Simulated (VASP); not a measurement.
# As in VASP: a series of runs

As is run at these levels: PBE; tasks: single point.

All numbers are computed with VASP 6.6.1; they aren't measurements. Logs are shortened: lines on timing, memory, paths and dates and some standing lists are left out, and cuts for length are marked.

## (1) The cell of the first run

The cell holds a slab with vacuum, 2 atoms: a = 3.612 Å, b = 3.612 Å, c = 28.000 Å, α = 90.00°, β = 90.00°, γ = 120.00°.

## (2) Single point, PBE

Contents of INCAR:

```
PREC = Accurate ; ENCUT = 520
EDIFF = 1E-7 ; ISMEAR = 0
SIGMA = 0.02 ; LREAL = F
LASPH = T ; NELM = 60
ALGO = Normal ; ISIF = 2
LWAVE = F ; LCHARG = F
LDIPOL = T ; IDIPOL = 3
DIPOL = 0.5 0.5 0.500 ; GGA = PE
NBANDS = 12
```

Contents of KPOINTS:

```
Automatic mesh
0
Gamma
  9 9 1
```

Contents of POSCAR:

```
As
1.0
    3.6120000000      0.0000000000      0.0000000000
   -1.8060000000      3.1280837585      0.0000000000
    0.0000000000      0.0000000000     28.0000000000
As
2
Direct
    0.3333333333      0.6666666667      0.5053214286
    0.6666666667      0.3333333333      0.4946785714
```

Potentials or basis: VASP PAW PBE potentials, release 64 (As).

Started as:

```bash
$ cat potpaw_PBE.64/As/POTCAR > POTCAR
$ mpirun -np 1 vasp_std > vasp.out
```

OUTCAR:

```text
PREC = Accurate
   ENCUT = 520
   EDIFF = 1E-7
   ISMEAR = 0
   LREAL = F
   LASPH = T
   NELM = 60
   ISIF = 2
   GGA = PE

 ion  position               nearest neighbor table
   1  0.333  0.667  0.505-   2 2.11   2 2.11   2 2.11
   2  0.667  0.333  0.495-   1 2.11   1 2.11   1 2.11

  LATTYP: Found a hexagonal cell.
 ALAT       =     3.6120000000
 C/A-ratio  =     7.7519379845

  Lattice vectors:

 A1 = (   3.6120000000,   0.0000000000,   0.0000000000)
 A2 = (  -1.8060000000,   3.1280837585,   0.0000000000)
 A3 = (   0.0000000000,   0.0000000000,  28.0000000000)

Analysis of symmetry for initial positions (statically):
=====================================================================
 Subroutine PRICEL returns:
 Original cell was already a primitive cell.

 Routine SETGRP: Setting up the symmetry group for a
 hexagonal supercell.

 Subroutine GETGRP returns: Found 12 space group operations
 (whereof 12 operations were pure point group operations)
 out of a pool of 24 trial point group operations.

The static configuration has the point symmetry D_3d.

Analysis of symmetry for dynamics (positions and initial velocities):
=====================================================================
 Subroutine PRICEL returns:
 Original cell was already a primitive cell.

 Routine SETGRP: Setting up the symmetry group for a
 hexagonal supercell.

 Subroutine GETGRP returns: Found 12 space group operations
 (whereof 12 operations were pure point group operations)
 out of a pool of 24 trial point group operations.

The dynamic configuration has the point symmetry D_3d.

 Subroutine INISYM returns: Found 12 space group operations
 (whereof 12 operations are pure point group operations),
 and found     1 'primitive' translations

----------------------------------------------------------------------------------------

                                     Primitive cell

  volume of cell :     316.3619

  direct lattice vectors                    reciprocal lattice vectors
     3.612000000  0.000000000  0.000000000     0.276854928  0.159842267  0.000000000
    -1.806000000  3.128083758  0.000000000     0.000000000  0.319684534  0.000000000
     0.000000000  0.000000000 28.000000000     0.000000000  0.000000000  0.035714286

  length of vectors
     3.612000000  3.612000000 28.000000000     0.319684534  0.319684534  0.035714286

  position of ions in fractional coordinates (direct lattice)
     0.333333333  0.666666667  0.505321429
[... 80 lines left out ...]
   ISMEAR =     0;   SIGMA  =   0.02  broadening in eV -4-tet -1-fermi 0-gaus
   EFERMI_NEDOS =   21; number of points for ismear=-14 and -15
   IALGO  =     38    algorithm
   IMIX   =      4    mixing-type and parameters
     AMIX     =   0.40;   BMIX     =  1.00
     AMIX_MAG =   1.60;   BMIX_MAG =  1.00
  volume/ion in A,a.u.               =     158.18      1067.46
  Fermi-wavevector in a.u.,A,eV,Ry     =   0.517623  0.978165  3.645456  0.267933
  Thomas-Fermi vector in A             =   1.534125
   LORBIT       =      0    0 simple, 1 ext, 2 COOP (PROOUT), +10 PAW based schemes
   GGA     = PE    functional components
   LHFCALC =     F    Hartree Fock is set to
   AEXX    =    0.0000 exact exchange contribution
   IVDW    =     0    specifies the selected vdW correction
   LEPSILON=     F    determine dielectric tensor
   LRPA    =     F    only Hartree local field effects (RPA)
 non-spin polarized calculation
 Gauss-broadening in eV      SIGMA  =   0.02
  energy-cutoff  :      520.00
  volume of cell :      316.36
 maximum number of plane-waves:      8565
 NGX is ok and might be reduce to    28
   NGX = 13   NGY = 13   NGZ =105

 number of electron      10.0000000 magnetization

 dipolmoment           0.000000      0.000000     -0.000000 electrons x Angstroem

 Free energy of the ion-electron system (eV)
  ---------------------------------------------------
  ext. energy  EPLUGINS =         0.00000000
  ---------------------------------------------------
  free energy    TOTEN  =        -5.10894146 eV

  energy without entropy =       -5.10726979  energy(sigma->0) =       -5.10810563

 E-fermi :  -2.7156     XC(G=0):  -1.6485

 val. band max:       -2.7155698672   @ k =   0.3333   0.1111   0.0000
 cond. band min:      -2.5350486060   @ k =   0.1111   0.1111   0.0000
 fundamental gap:      0.1805212612
 Fermi energy:        -2.7155698649

 k-point     1 :       0.0000    0.0000    0.0000
  band No.  band energies     occupation
      1     -19.9711      2.00000
      2      -8.7326      2.00000
      3      -7.2326      2.00000
      4      -7.2326      2.00000
      5      -4.7652      2.00000
      6      -1.2078      0.00000
      7      -1.2078      0.00000
      8      -0.7896      0.00000
      9       0.9883      0.00000
     10       1.3136      0.00000
     11       1.7200      0.00000
     12       1.7376      0.00000
[... 151 lines left out ...]
 k-point    12 :       0.3333    0.3333    0.0000
  band No.  band energies     occupation
      1     -16.0760      2.00000
      2     -16.0760      2.00000
      3     -11.1849      2.00000
      4      -4.8387      2.00000
      5      -4.8387      2.00000
      6       0.9786      0.00000
      7       1.8944      0.00000
      8       1.8944      0.00000
      9       2.8736      0.00000
     10       4.3837      0.00000
     11       4.3837      0.00000
     12       5.5752      0.00000

------------------------ aborting loop because EDIFF is reached ----------------------------------------

 vacuum level on the upper side and lower side of the slab       (xc-potential included)        -0.011        -0.011

  FORCE on cell =-STRESS in cart. coord.  units (eV):
  Direction    XX          YY          ZZ          XY          YZ          ZX
  --------------------------------------------------------------------------------------
  -------------------------------------------------------------------------------------
  Total       18.8069678     18.8069678      0.8958547      0.0000000      0.0000000      0.0000000
  in kB       95.2456649     95.2456649      4.5369502      0.0000000      0.0000000      0.0000000
  external PRESSURE =      65.0094266 kB  Pullay stress =       0.0000000 kB

 VOLUME and BASIS-vectors are now :
 -----------------------------------------------------------------------------
  energy-cutoff  :      520.00
  volume of cell :      316.36
      direct lattice vectors                 reciprocal lattice vectors
     3.612000000  0.000000000  0.000000000     0.276854928  0.159842267  0.000000000
    -1.806000000  3.128083758  0.000000000     0.000000000  0.319684534  0.000000000
     0.000000000  0.000000000 28.000000000     0.000000000  0.000000000  0.035714286

 POSITION                                       TOTAL-FORCE (eV/Angst)
 -----------------------------------------------------------------------------------
     -0.00000      2.08539     14.14900         0.000000     -0.000000      3.014133
      1.80600      1.04269     13.85100        -0.000000      0.000000     -3.014133
 -----------------------------------------------------------------------------------
    total drift:                                0.000000     -0.000000      0.000000

  FREE ENERGIE OF THE ION-ELECTRON SYSTEM (eV)
  ---------------------------------------------------
  free  energy   TOTEN  =        -5.1089414642 eV

  energy  without entropy=       -5.1072697898  energy(sigma->0) =       -5.10810563

 vacuum level on the upper side and lower side of the slab         1.279         1.279
```

OSZICAR:

```text
N       E                     dE             d eps       ncg     rms          rms(c)
DAV:   1     0.752435170564E+02    0.75244E+02   -0.26655E+03   288   0.518E+02
DAV:   2     0.191626875293E+01   -0.73327E+02   -0.63888E+02   460   0.926E+01
DAV:   3    -0.512202567291E+01   -0.70383E+01   -0.68994E+01   380   0.389E+01
[... 13 lines left out ...]
DAV:  17    -0.510893809620E+01   -0.11559E-04   -0.40702E-07   324   0.175E-03    0.155E-04
DAV:  18    -0.510893983844E+01   -0.17422E-05   -0.82706E-09   400   0.329E-04    0.101E-04
DAV:  19    -0.510894111481E+01   -0.12764E-05   -0.10918E-08   300   0.310E-04    0.645E-05
DAV:  20    -0.510894143810E+01   -0.32329E-06   -0.18803E-09   332   0.140E-04    0.382E-05
DAV:  21    -0.510894146416E+01   -0.26061E-07    0.31915E-10   360   0.304E-05
   1 F= -.51089415E+01 E0= -.51081056E+01  d E =-.167167E-02
```

stdout:

```text
POSCAR found type information on POSCAR As
 POSCAR found :  1 types and       2 ions
 scaLAPACK will be used
 LDA part: xc-table for (Slater+PW92), standard interpolation
 POSCAR, INCAR and KPOINTS ok, starting setup
 FFT: planning ... GRIDC
 FFT: planning ... GRID_SOFT
 FFT: planning ... GRID
 WAVECAR not read
 entering main loop
```

It took 66 s on 1 thread of Intel Xeon Platinum 8124M at 3.00GHz (Skylake/Cascade Lake), shared host; peak memory 0.39 GiB.

What came out:

| Item | Value |
| --- | --- |
| Free energy | -5.1089 eV |
| Largest force | 3.014 eV/Å |
| Band gap on the k mesh | zero (band 5 reaches -2.53 eV, above the bottom of band 6 at -3.54 eV) |

Forces in eV/Å, atoms in the order of the input:
```
As   0.000  0.000  3.014
As   0.000  0.000 -3.014
```

Levels at points of the mesh, in eV from the Fermi level:
```
           k point  band 2  band 3  band 4  band 5  band 6  band 7  band 8  band 9
(0.00, 0.00, 0.00)   -6.02   -4.52   -4.52   -2.05    1.51    1.51    1.93    3.70
```

## (3) Single point, PBE

Contents of INCAR:

```
  ALGO = Normal
  DIPOL = 0.5 0.5 0.500
  EDIFF = 1E-7
  ENCUT = 520
  GGA = PE
  IDIPOL = 3
  ISIF = 2
  ISMEAR = 0
  LASPH = True
  LCHARG = False
  LDIPOL = True
  LREAL = False
  LWAVE = False
  NBANDS = 12
  NELM = 60
  PREC = Accurate
  SIGMA = 0.02
```

Contents of KPOINTS:

```
k-points
0
Gamma
  9 9 1
```

Contents of POSCAR:

```
As
1.0
    3.6120000000      0.0000000000      0.0000000000
   -1.8060000000      3.1280837585      0.0000000000
    0.0000000000      0.0000000000     28.0000000000
As
2
Direct
    0.3333333333      0.6666666667      0.5159642857
    0.6666666667      0.3333333333      0.4840357143
```

Potentials or basis: VASP PAW PBE potentials, release 64 (As).

Started as:

```bash
$ cat potpaw_PBE.64/As/POTCAR > POTCAR
$ mpirun -np 1 vasp_std > vasp.out
```

Wall time 74 s (1 thread of Intel Xeon Platinum 8124M at 3.00GHz (Skylake/Cascade Lake), shared host); peak memory 0.39 GiB.

Results (log left out):

```yaml
Free_energy: -7.7322 eV
Largest_force: 5.137 eV/Å
Band_gap_on_the_k_mesh: zero (band 5 reaches -3.11 eV, above the bottom of band 6 at -3.36 eV)
```

Forces on the atoms (eV/Å):
```
As   0.000  0.000  5.137
As   0.000  0.000 -5.137
```

Levels at points of the mesh, in eV from the Fermi level:
| k point | band 1 | band 2 | band 3 | band 4 | band 5 | band 6 | band 7 | band 8 | band 9 | band 10 |
| --- | --- | --- | --- | --- | --- | --- | --- | --- | --- | --- |
| (0.00, 0.00, 0.00) | -16.23 | -6.90 | -3.06 | -3.06 | -0.87 | 0.00 | 1.91 | 1.91 | 3.97 | 4.32 |

## (4) Single point, PBE

Contents of INCAR:

```
SYSTEM = As
  PREC = Accurate
  ENCUT = 520
  EDIFF = 1E-6
  ISMEAR = 0
  SIGMA = 0.02
  LREAL = .False.
  LASPH = .True.
  NELM = 60
  ALGO = Normal
  ISIF = 2
  LWAVE = .False.
  LCHARG = .True.
  LDIPOL = .True.
  IDIPOL = 3
  DIPOL = 0.5 0.5 0.500
  GGA = PE
  LELF = .True.
  LVHAR = .True.
  LVACPOTAV = .True.
  NBANDS = 12
```

Contents of KPOINTS:

```
regular mesh
0
Gamma
  9 9 1
  0 0 0
```

Contents of POSCAR:

```
As
1.0
    3.6120000000      0.0000000000      0.0000000000
   -1.8060000000      3.1280837585      0.0000000000
    0.0000000000      0.0000000000     28.0000000000
As
2
Direct
    0.3333333333      0.6666666667      0.5266071429
    0.6666666667      0.3333333333      0.4733928571
```

Potentials or basis: VASP PAW PBE potentials, release 64 (As).

Started as:

```bash
$ cat potpaw_PBE.64/As/POTCAR > POTCAR
$ mpirun -np 1 vasp_std > vasp.out
```

OUTCAR:

```text
SYSTEM = As
   PREC = Accurate
   ENCUT = 520
   EDIFF = 1E-6
   ISMEAR = 0
   LREAL = .False.
   LASPH = .True.
   NELM = 60
   ISIF = 2
   GGA = PE

 ion  position               nearest neighbor table
   1  0.333  0.667  0.527-   2 2.56   2 2.56   2 2.56
   2  0.667  0.333  0.473-   1 2.56   1 2.56   1 2.56

  LATTYP: Found a hexagonal cell.
 ALAT       =     3.6120000000
 C/A-ratio  =     7.7519379845

  Lattice vectors:

 A1 = (   3.6120000000,   0.0000000000,   0.0000000000)
 A2 = (  -1.8060000000,   3.1280837585,   0.0000000000)
 A3 = (   0.0000000000,   0.0000000000,  28.0000000000)

Analysis of symmetry for initial positions (statically):
=====================================================================
 Subroutine PRICEL returns:
 Original cell was already a primitive cell.

 Routine SETGRP: Setting up the symmetry group for a
 hexagonal supercell.

 Subroutine GETGRP returns: Found 12 space group operations
 (whereof 12 operations were pure point group operations)
 out of a pool of 24 trial point group operations.

The static configuration has the point symmetry D_3d.

[... 166 lines left out ...]
      6      -1.7889      0.00000
      7      -0.3945      0.00000
      8      -0.3945      0.00000
      9       0.8673      0.00000
     10       1.0436      0.00000
     11       1.4393      0.00000
     12       1.7263      0.00000
[... 151 lines left out ...]
 k-point    12 :       0.3333    0.3333    0.0000
  band No.  band energies     occupation
      1     -13.6065      2.00000
      2     -13.6065      2.00000
      3      -7.9178      2.00000
      4      -5.9340      2.00000
      5      -5.9340      2.00000
      6      -2.1587      0.00000
      7       0.2764      0.00000
      8       0.2764      0.00000
      9       4.0560      0.00000
     10       5.0476      0.00000
     11       5.0476      0.00000
     12       5.7393      0.00000

------------------------ aborting loop because EDIFF is reached ----------------------------------------

  FORCE on cell =-STRESS in cart. coord.  units (eV):
  Direction    XX          YY          ZZ          XY          YZ          ZX
  --------------------------------------------------------------------------------------
  -------------------------------------------------------------------------------------
  Total       -0.5297402     -0.5297402     -1.6954010      0.0000000      0.0000000      0.0000000
  in kB       -2.6828064     -2.6828064     -8.5861581      0.0000000      0.0000000      0.0000000
  external PRESSURE =      -4.6505903 kB  Pullay stress =       0.0000000 kB

 VOLUME and BASIS-vectors are now :
 -----------------------------------------------------------------------------
  energy-cutoff  :      520.00
  volume of cell :      316.36
      direct lattice vectors                 reciprocal lattice vectors
     3.612000000  0.000000000  0.000000000     0.276854928  0.159842267  0.000000000
    -1.806000000  3.128083758  0.000000000     0.000000000  0.319684534  0.000000000
     0.000000000  0.000000000 28.000000000     0.000000000  0.000000000  0.035714286

 POSITION                                       TOTAL-FORCE (eV/Angst)
 -----------------------------------------------------------------------------------
     -0.00000      2.08539     14.74500        -0.000000      0.000000     -1.137053
      1.80600      1.04269     13.25500         0.000000      0.000000      1.137053
 -----------------------------------------------------------------------------------
    total drift:                               -0.000000      0.000000     -0.000000

  FREE ENERGIE OF THE ION-ELECTRON SYSTEM (eV)
  ---------------------------------------------------
  free  energy   TOTEN  =        -9.2765322511 eV

  energy  without entropy=       -9.2765322511  energy(sigma->0) =       -9.27653225

 vacuum level on the upper side and lower side of the slab         1.316         1.316
```

stdout:

```text
POSCAR found type information on POSCAR As
 POSCAR found :  1 types and       2 ions
 scaLAPACK will be used
 LDA part: xc-table for (Slater+PW92), standard interpolation
 POSCAR, INCAR and KPOINTS ok, starting setup
 FFT: planning ... GRIDC
 FFT: planning ... GRID_SOFT
 FFT: planning ... GRID
 WAVECAR not read
 entering main loop
 -----------------------------------------------------------------------------
|                                                                             |
|           W    W    AA    RRRRR   N    N  II  N    N   GGGG   !!!           |
|           W    W   A  A   R    R  NN   N  II  NN   N  G    G  !!!           |
|           W    W  A    A  R    R  N N  N  II  N N  N  G       !!!           |
|           W WW W  AAAAAA  RRRRR   N  N N  II  N  N N  G  GGG   !            |
|           WW  WW  A    A  R   R   N   NN  II  N   NN  G    G                |
|           W    W  A    A  R    R  N    N  II  N    N   GGGG   !!!           |
|                                                                             |
|     Did not find any points to average over, which means that no vacuum     |
|     field-free region was found. Please increase the size of  your cell     |
|     in the dimension of the dipole correction to obtain accurate            |
|     workfunction values.                                                    |
|                                                                             |
 -----------------------------------------------------------------------------
```

Run time: 68 s. Hardware: 1 thread of Intel Xeon Platinum 8124M at 3.00GHz (Skylake/Cascade Lake), shared host; peak memory 0.4 GiB.

Results:

```yaml
Free_energy: -9.2765 eV
Largest_force: 1.137 eV/Å
Band_gap_on_the_k_mesh: 1.23 eV, indirect (least direct gap 1.79 eV)
```

Forces in eV/Å, atoms in the order of the input:
```
As   0.000  0.000 -1.137
As   0.000  0.000  1.137
```

Levels at points of the mesh, in eV from the valence-band top:
```
           k point  band 1  band 2  band 3  band 4  band 5  band 6  band 7  band 8  band 9  band 10
(0.00, 0.00, 0.00)  -13.44   -7.76   -1.14    0.00    0.00    1.79    3.18    3.18    4.44     4.62
```

## (5) Single point, PBE

Contents of INCAR:

```
ALGO = Normal
DIPOL = 0.5 0.5 0.500
EDIFF = 1E-6
ENCUT = 520
GGA = PE
IDIPOL = 3
ISIF = 2
ISMEAR = 0
LASPH = True
LCHARG = False
LDIPOL = True
LREAL = False
LWAVE = False
NBANDS = 12
NELM = 60
PREC = Accurate
SIGMA = 0.02
```

Contents of KPOINTS:

```
k-points
0
Gamma
  9 9 1
```

Contents of POSCAR:

```
As
1.0
    3.6120000000      0.0000000000      0.0000000000
   -1.8060000000      3.1280837585      0.0000000000
    0.0000000000      0.0000000000     28.0000000000
As
2
Direct
    0.3333333333      0.6666666667      0.5372500000
    0.6666666667      0.3333333333      0.4627500000
```

Started as:

```bash
$ cat potpaw_PBE.64/As/POTCAR > POTCAR
$ mpirun -np 1 vasp_std > vasp.out
```

Wall time 60 s (1 thread of Intel Xeon Platinum 8124M at 3.00GHz (Skylake/Cascade Lake), shared host); peak memory 0.39 GiB.

Results (log left out):

| Property | Result |
| --- | --- |
| Free energy | -7.5117 eV |
| Largest force | 3.185 eV/Å |
| Band gap on the k mesh | zero (band 5 reaches -1.95 eV, above the bottom of band 6 at -3.32 eV) |

Forces in eV/Å, atoms in the order of the input:
```
As   0.000  0.000 -3.185
As   0.000  0.000  3.185
```

Levels at points of the mesh, in eV from the Fermi level:
```
           k point  band 3  band 4  band 5  band 6  band 7  band 8
(0.00, 0.00, 0.00)   -2.66    0.95    0.95    1.13    2.45    2.45
```

## (6) Single point, PBE

This run uses another cell than the first one, of 163.30 Å³/atom, 1.032 times its volume.

Contents of INCAR:

```
SYSTEM = As
ALGO = Normal
DIPOL = 0.5 0.5 0.500
EDIFF = 1E-6
ENCUT = 520
GGA = PE
IDIPOL = 3
ISIF = 2
ISMEAR = 0
LASPH = .TRUE.
LCHARG = .TRUE.
LDIPOL = .TRUE.
LELF = .TRUE.
LREAL = .FALSE.
LVACPOTAV = .TRUE.
LVHAR = .TRUE.
LWAVE = .FALSE.
NBANDS = 12
NELM = 80
PREC = Accurate
SIGMA = 0.02
```

Contents of KPOINTS:

```
k-points
0
G
  9 9 1
  0 0 0
```

Contents of POSCAR:

```
As
1.0
    3.6700000000      0.0000000000      0.0000000000
   -1.8350000000      3.1783132319      0.0000000000
    0.0000000000      0.0000000000     28.0000000000
As
2
Direct
    0.3333333333      0.6666666667      0.5106428571
    0.6666666667      0.3333333333      0.4893571429
```

Potentials or basis: VASP PAW PBE potentials, release 64 (As).

Started as:

```bash
$ cat potpaw_PBE.64/As/POTCAR > POTCAR
$ mpirun -np 1 vasp_std > vasp.out
```

Run time: 65 s. Hardware: 1 thread of Intel Xeon Platinum 8124M at 3.00GHz (Skylake/Cascade Lake), shared host; peak memory 0.39 GiB.

The run converged. Its results:

* Free energy: -6.6759 eV
* Largest force: 4.302 eV/Å
* Band gap on the k mesh: zero (band 5 reaches -2.53 eV, above the bottom of band 6 at -3.58 eV)

Forces in eV/Å, atoms in the order of the input:
```
As   0.000  0.000  4.302
As   0.000  0.000 -4.302
```

Levels at points of the mesh, in eV from the Fermi level:
```
           k point  band 3  band 4  band 5  band 6  band 7  band 8
(0.00, 0.00, 0.00)   -3.96   -3.96   -2.00    0.94    1.55    1.55
```
